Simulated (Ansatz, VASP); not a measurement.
One calculation of Os, two programs

```
CELL_PARAMETERS angstrom
-1.45028 1.45028 1.45028
1.45028 -1.45028 1.45028
1.45028 1.45028 -1.45028
ATOMIC_POSITIONS crystal
Os 0.00000 0.00000 0.00000
```

Change from the starting cell: volume scaled by 0.85, LAPW.

Alike in both runs: task single point; functional PBEsol; k mesh 19 × 19 × 19; occupations fermi-dirac, width 0.05 eV; no spin polarisation.

```csv
,VASP,Ansatz
version,VASP 6.6.1,Ansatz 0.2.0
potentials or method,"VASP PAW PBE potentials, release 64 (Os), cutoff 520 eV","all-electron LAPW, scalar-relativistic"
```

VASP gave:

```
pressure (GPa) : 95.7
```

Question: What did Ansatz give for the same quantities?

Answer: Pressure (GPa): 90.8.

VASP's potentials were made for PBE, not for PBEsol. Both programs put the cell under a high pressure, so it lies far from rest at this level. Ansatz ran all-electron here, and VASP with PAW potentials.

Neither program's run includes spin-orbit coupling. Noted on VASP's run: the cell as given lies far from equilibrium.
